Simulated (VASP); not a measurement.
# SiC (gw) (I-4m2) in VASP: single point with PBEsol

Aim: the single point of SiC (gw) with PBEsol.

Everything below comes from runs of VASP 6.6.1. Logs are shortened: lines on timing, memory, paths and dates and some standing lists are left out, and cuts for length are marked.

## Step 1: The cell of the first run

Symmetry: I-4m2, No. 119, tetragonal system. Conventional cell: a = 3.089 Å, b = 3.089 Å, c = 4.313 Å, α = 90.00°, β = 90.00°, γ = 90.00°. Within 2.5 Å of Si (site symmetry -4m2) lie 4 C at 1.88 Å. Within 2.5 Å of C (site symmetry -4m2) lie 4 Si at 1.88 Å.

## Step 2: Single point, PBEsol

Contents of INCAR:

```
SYSTEM = SiC
PREC = Accurate
ENCUT = 600
EDIFF = 1E-6
ISMEAR = 0
SIGMA = 0.01
LREAL = .FALSE.
LASPH = .TRUE.
NELM = 120
ALGO = Normal
ISIF = 2
LWAVE = .FALSE.
LCHARG = .FALSE.
GGA = PS
NBANDS = 11
GGA_COMPAT = .FALSE.
```

Contents of KPOINTS:

```
Automatic mesh
0
G
  6 6 6
  0 0 0
```

Contents of POSCAR:

```
SiC
1.0
    0.0000000000      2.1842326317      2.1566458807
    2.1842326317      0.0000000000      2.1566458807
    2.1842326317      2.1842326317      0.0000000000
Si C
1 1
Direct
    0.0000000000      0.0000000000      0.0000000000
    0.2500000000      0.2500000000      0.2500000000
```

Potentials or basis: VASP PAW PBE potentials, release 64 (Si, C).

Command:

```
> cat potpaw_PBE.64/Si/POTCAR potpaw_PBE.64/C/POTCAR > POTCAR
> mpirun -np 1 vasp_std > vasp.out
```

OUTCAR:

```text
SYSTEM = SiC
   PREC = Accurate
   ENCUT = 600
   EDIFF = 1E-6
   ISMEAR = 0
   LREAL = .FALSE.
   LASPH = .TRUE.
   NELM = 120
   ISIF = 2
   GGA = PS

 ion  position               nearest neighbor table
   1  0.000  0.000  0.000-   2 1.88   2 1.88   2 1.88   2 1.88
   2  0.250  0.250  0.250-   1 1.88   1 1.88   1 1.88   1 1.88

  LATTYP: Found a body centered tetragonal cell.
 ALAT       =     3.0889714111
 C/A-ratio  =     1.3963521144

  Lattice vectors:

 A1 = (   0.0000000000,  -2.1842326317,  -2.1566458807)
 A2 = (   0.0000000000,   2.1842326317,  -2.1566458807)
 A3 = (   2.1842326317,   0.0000000000,   2.1566458807)

Analysis of symmetry for initial positions (statically):
=====================================================================
 Subroutine PRICEL returns:
 Original cell was already a primitive cell.

 Routine SETGRP: Setting up the symmetry group for a
 body centered tetragonal supercell.

 Subroutine GETGRP returns: Found  8 space group operations
 (whereof  8 operations were pure point group operations)
 out of a pool of 16 trial point group operations.

The static configuration has the point symmetry D_2d.

Analysis of symmetry for dynamics (positions and initial velocities):
=====================================================================
 Subroutine PRICEL returns:
 Original cell was already a primitive cell.

 Routine SETGRP: Setting up the symmetry group for a
 body centered tetragonal supercell.

 Subroutine GETGRP returns: Found  8 space group operations
 (whereof  8 operations were pure point group operations)
 out of a pool of 16 trial point group operations.

The dynamic configuration has the point symmetry D_2d.

 Subroutine INISYM returns: Found  8 space group operations
 (whereof  8 operations are pure point group operations),
 and found     1 'primitive' translations

----------------------------------------------------------------------------------------

                                     Primitive cell

  volume of cell :      20.5782

  direct lattice vectors                    reciprocal lattice vectors
     0.000000000  2.184232632  2.156645881    -0.228913346  0.228913346  0.231841493
     2.184232632  0.000000000  2.156645881     0.228913346 -0.228913346  0.231841493
     2.184232632  2.184232632  0.000000000     0.228913346  0.228913346 -0.231841493

  length of vectors
     3.069526616  3.069526616  3.088971411     0.398187290  0.398187290  0.398187290

  position of ions in fractional coordinates (direct lattice)
     0.000000000  0.000000000  0.000000000
     0.250000000  0.250000000  0.250000000

  ion indices of the primitive-cell ions
   primitive index   ion index
                 1           1
                 2           2

----------------------------------------------------------------------------------------

 KPOINTS: Automatic mesh

Automatic generation of k-mesh.
 Grid dimensions read from file:
 generate k-points for:    6    6    6

 Generating k-lattice:

  Cartesian coordinates                     Fractional coordinates (reciprocal lattice)
    -0.038152224  0.038152224  0.038640249     0.166666667 -0.000000000  0.000000000
     0.038152224 -0.038152224  0.038640249    -0.000000000  0.166666667  0.000000000
     0.038152224  0.038152224 -0.038640249     0.000000000  0.000000000  0.166666667

  Length of vectors
     0.066364548  0.066364548  0.066364548

  Shift w.r.t. Gamma in fractional coordinates (k-lattice)
     0.000000000  0.000000000  0.000000000

 Subroutine IBZKPT returns following result:
 ===========================================

 Found     30 irreducible k-points:

 Following reciprocal coordinates:
            Coordinates               Weight
  0.000000  0.000000  0.000000      1.000000
  0.166667  0.000000  0.000000      8.000000
  0.333333  0.000000  0.000000      8.000000
  0.500000  0.000000  0.000000      4.000000
  0.166667  0.166667  0.000000      2.000000
  0.333333  0.166667  0.000000      8.000000
[... 16 lines left out ...]
  0.333333  0.000000  0.333333      4.000000
  0.500000 -0.000000  0.333333     16.000000
 [... further k-points ...]
   k-points           NKPTS =     30   k-points in BZ     NKDIM =     30   number of bands    NBANDS=     11
   number of dos      NEDOS =    301   number of ions     NIONS =      2
   total plane-waves  NPLWV =  21952
   dimension x,y,z NGX =    28 NGY =   28 NGZ =   28
   dimension x,y,z NGXF=    56 NGYF=   56 NGZF=   56
   ions per type =               1   1
   NGX,Y,Z   is equivalent  to a cutoff of  15.16, 15.16, 15.07 a.u.
   NGXF,Y,Z  is equivalent  to a cutoff of  30.33, 30.33, 30.14 a.u.
 SYSTEM =  SiC
   PREC   = accura    normal or accurate (medium, high low for compatibility)
   ISTART =      0    job   : 0-new  1-cont  2-samecut
   ICHARG =      2    charge: 1-file 2-atom 10-const
   ISPIN  =      1    spin polarized calculation?
   LNONCOLLINEAR =      F non collinear calculations
   LSORBIT =      F    spin-orbit coupling
   LASPH  =      T    aspherical Exc in radial PAW
   ENCUT  =  600.0 eV  44.10 Ry    6.64 a.u.   6.13  6.13  6.17*2*pi/ulx,y,z
   NELM   =    120;   NELMIN=  2; NELMDL= -5     # of ELM steps
   EDIFF  = 0.1E-05   stopping-criterion for ELM
   LREAL  =      F    real-space projection
   EDIFFG = 0.1E-04   stopping-criterion for IOM
   NSW    =      0    number of steps for IOM
   IBRION =     -1    ionic relax: 0-MD 1-quasi-New 2-CG
   NFREE  =      0    steps in history (QN), initial steepest desc. (CG)
   ISIF   =      2    stress and relaxation
   ISYM   =      2    0-nonsym 1-usesym 2-fastsym
   POTIM  = 0.5000    time-step for ionic-motion
   TEBEG  =    0.0;   TEEND  =   0.0 temperature during run
   PSTRESS=    0.0 pullay stress
   NELECT =       8.0000    total number of electrons
   NUPDOWN=      -1.0000    fix difference up-down
   EMIN   =  10.00;   EMAX   =-10.00  energy-range for DOS
   EFERMI =   0.00;   METHOD = LEGACY
   ISMEAR =     0;   SIGMA  =   0.01  broadening in eV -4-tet -1-fermi 0-gaus
   EFERMI_NEDOS =   21; number of points for ismear=-14 and -15
   IALGO  =     38    algorithm
   IMIX   =      4    mixing-type and parameters
     AMIX     =   0.40;   BMIX     =  1.00
     AMIX_MAG =   1.60;   BMIX_MAG =  1.00
  volume/ion in A,a.u.               =      10.29        69.43
  Fermi-wavevector in a.u.,A,eV,Ry     =   1.194820  2.257883 19.423619  1.427596
  Thomas-Fermi vector in A             =   2.330801
   LORBIT       =      0    0 simple, 1 ext, 2 COOP (PROOUT), +10 PAW based schemes
   GGA     = PS    functional components
   LHFCALC =     F    Hartree Fock is set to
   AEXX    =    0.0000 exact exchange contribution
   IVDW    =     0    specifies the selected vdW correction
   LEPSILON=     F    determine dielectric tensor
   LRPA    =     F    only Hartree local field effects (RPA)
 non-spin polarized calculation
 Gauss-broadening in eV      SIGMA  =   0.01
  energy-cutoff  :      600.00
  volume of cell :       20.58
 maximum number of plane-waves:       696
 NGX is ok and might be reduce to    28
   NGX = 13   NGY = 13   NGZ = 13

 number of electron       8.0000000 magnetization

 Free energy of the ion-electron system (eV)
  ---------------------------------------------------
  ext. energy  EPLUGINS =         0.00000000
  ---------------------------------------------------
  free energy    TOTEN  =       -15.90246280 eV

  energy without entropy =      -15.90246280  energy(sigma->0) =      -15.90246280

 E-fermi :   8.2622     XC(G=0): -11.5271

 val. band max:        8.1828723851   @ k =   0.0000   0.0000   0.0000
 cond. band min:       9.2716439134   @ k =   0.5000   0.5000   0.0000
 fundamental gap:      1.0887715283
 Fermi energy:         8.2621797889

 k-point     1 :       0.0000    0.0000    0.0000
  band No.  band energies     occupation
      1      -7.3451      2.00000
      2       8.0984      2.00000
      3       8.0984      2.00000
      4       8.1829      2.00000
      5      14.3742      0.00000
      6      15.3789      0.00000
      7      15.4120      0.00000
      8      15.4120      0.00000
      9      22.4143      0.00000
     10      22.7952      0.00000
     11      24.4684      0.00000

 k-point     2 :       0.1667    0.0000    0.0000
  band No.  band energies     occupation
      1      -6.8010      2.00000
      2       5.7368      2.00000
      3       7.7508      2.00000
      4       7.8366      2.00000
      5      14.4479      0.00000
      6      15.9062      0.00000
      7      15.9295      0.00000
      8      16.4730      0.00000
      9      20.9245      0.00000
     10      21.1295      0.00000
     11      23.6348      0.00000

 k-point     3 :       0.3333    0.0000    0.0000
  band No.  band energies     occupation
      1      -5.2565      2.00000
      2       1.8977      2.00000
      3       7.2105      2.00000
      4       7.3431      2.00000
      5      13.7836      0.00000
      6      15.6255      0.00000
      7      15.8046      0.00000
      8      17.9786      0.00000
      9      22.3097      0.00000
     10      22.3897      0.00000
     11      23.2688      0.00000

 k-point     4 :       0.5000    0.0000    0.0000
  band No.  band energies     occupation
      1      -3.7179      2.00000
      2      -0.5075      2.00000
      3       6.9911      2.00000
      4       7.1444      2.00000
      5      13.5302      0.00000
      6      15.1851      0.00000
      7      15.3948      0.00000
      8      18.0708      0.00000
      9      24.1819      0.00000
     10      25.2565      0.00000
     11      25.3975      0.00000
[... 239 lines left out ...]
 k-point    22 :      -0.3333    0.5000    0.1667
  band No.  band energies     occupation
      1      -2.0304      2.00000
      2       0.8768      2.00000
      3       3.4884      2.00000
      4       3.6316      2.00000
      5      11.9178      0.00000
      6      14.9780      0.00000
      7      18.8765      0.00000
      8      20.3657      0.00000
      9      22.3077      0.00000
     10      25.8320      0.00000
     11      29.4027      0.00000

 k-point    23 :       0.3333    0.0000    0.3333
  band No.  band energies     occupation
      1      -4.5634      2.00000
      2       3.0162      2.00000
      3       5.5132      2.00000
      4       5.5429      2.00000
      5      10.6634      0.00000
      6      13.2913      0.00000
      7      20.0895      0.00000
      8      20.4557      0.00000
      9      21.0582      0.00000
     10      25.8335      0.00000
     11      30.3417      0.00000

 k-point    24 :       0.5000   -0.0000    0.3333
  band No.  band energies     occupation
      1      -2.9833      2.00000
      2       1.2143      2.00000
      3       3.7215      2.00000
      4       5.3626      2.00000
      5      10.7804      0.00000
      6      14.3345      0.00000
      7      20.0785      0.00000
      8      20.4578      0.00000
      9      22.2861      0.00000
     10      26.1933      0.00000
     11      29.6711      0.00000

 [... further k-points ...]
[... 5 lines left out ...]
  --------------------------------------------------------------------------------------
  -------------------------------------------------------------------------------------
  Total        0.0350103      0.0350103      0.4337143      0.0000000     -0.0000000      0.0000000
  in kB        2.7258335      2.7258335     33.7681815      0.0000000     -0.0000000      0.0000000
  external PRESSURE =      13.0732829 kB  Pullay stress =       0.0000000 kB

 VOLUME and BASIS-vectors are now :
 -----------------------------------------------------------------------------
  energy-cutoff  :      600.00
  volume of cell :       20.58
      direct lattice vectors                 reciprocal lattice vectors
     0.000000000  2.184232632  2.156645881    -0.228913346  0.228913346  0.231841493
     2.184232632  0.000000000  2.156645881     0.228913346 -0.228913346  0.231841493
     2.184232632  2.184232632  0.000000000     0.228913346  0.228913346 -0.231841493

 POSITION                                       TOTAL-FORCE (eV/Angst)
 -----------------------------------------------------------------------------------
      0.00000      0.00000      0.00000        -0.000000     -0.000000      0.000000
      1.09212      1.09212      1.07832         0.000000      0.000000      0.000000
 -----------------------------------------------------------------------------------
    total drift:                               -0.000000     -0.000000     -0.000000

  FREE ENERGIE OF THE ION-ELECTRON SYSTEM (eV)
  ---------------------------------------------------
  free  energy   TOTEN  =       -15.9024628005 eV

  energy  without entropy=      -15.9024628005  energy(sigma->0) =      -15.90246280
```

It took 16 s on 1 thread of Intel Xeon 8259CL, shared host; peak memory 0.15 GiB.

What came out:

| Item | Value |
| --- | --- |
| Free energy | -15.9025 eV |
| Pressure | 1.3 GPa |
| Band gap on the k mesh | 1.09 eV, indirect (least direct gap 4.43 eV) |

Stress tensor (GPa, compression positive):
```
0.27 0.00 0.00
0.00 0.27 0.00
0.00 0.00 3.38
```

Levels at points of the mesh, in eV from the valence-band top:
```
           k point  band 1  band 2  band 3  band 4  band 5  band 6  band 7  band 8  band 9
(0.00, 0.00, 0.00)  -15.53   -0.08   -0.08    0.00    6.19    7.20    7.23    7.23   14.23
(0.50, 0.00, 0.00)  -11.90   -8.69   -1.19   -1.04    5.35    7.00    7.21    9.89   16.00
(0.50, 0.50, 0.00)  -10.36   -7.80   -3.37   -3.37    1.09    4.01   13.92   13.92   14.83
(0.50, 0.00, 0.50)  -10.46   -7.97   -3.24   -3.22    1.21    4.23   13.77   14.17   14.63
```

Caveat: the PAW data sets were made with another functional, which shifts forces and pressure a little. A hybrid or GW would open this gap; PBEsol tends to underestimate it.
